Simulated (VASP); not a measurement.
## Si: single point with LDA

Si, a slab with vacuum:

```xyz
6
Lattice="3.8197 0.0000 0.0000 -1.9099 3.3080 0.0000 0.0000 0.0000 23.0173" Properties=species:S:1:pos:R:3 pbc="T T T"
Si    0.0000    0.0000    8.0610
Si    0.0000    2.2053    8.7317
Si    0.0000    2.2053   11.1308
Si    1.9099    1.1027   11.8865
Si    1.9099    1.1027   14.2856
Si    0.0000    0.0000   14.9563
```

```json
{
  "Program": "VASP 6.6.1",
  "Task": "single point",
  "Functional": "LDA",
  "Potentials or basis": "VASP PAW LDA potentials, release 64 (Si)",
  "Cutoff": "520 eV",
  "k mesh": "9 × 9 × 1",
  "Occupations": "fermi-dirac, width 0.02 eV",
  "Spin": "no spin polarisation"
}
```

```
Band gap on the k mesh : zero (band 12 reaches -0.52 eV, above the bottom of band 13 at -0.56 eV)
```

Forces in eV/Å, atoms in the order of the input:
```
Si   0.000  0.000  0.002
Si   0.000  0.000 -0.002
Si   0.000  0.000 -0.003
Si   0.000  0.000  0.003
Si   0.000  0.000  0.002
Si   0.000  0.000 -0.002
```

Levels at points of the mesh, in eV from the Fermi level:
| k point | band 9 | band 10 | band 11 | band 12 | band 13 | band 14 | band 15 | band 16 |
| --- | --- | --- | --- | --- | --- | --- | --- | --- |
| (0.00, 0.00, 0.00) | -0.78 | -0.64 | -0.31 | -0.31 | 0.98 | 1.64 | 2.49 | 2.77 |

It took 2.8 min on 1 thread of AMD EPYC 7R43 64-Core Processor (Zen 3), with other jobs on the host, peak memory 0.26 GiB.
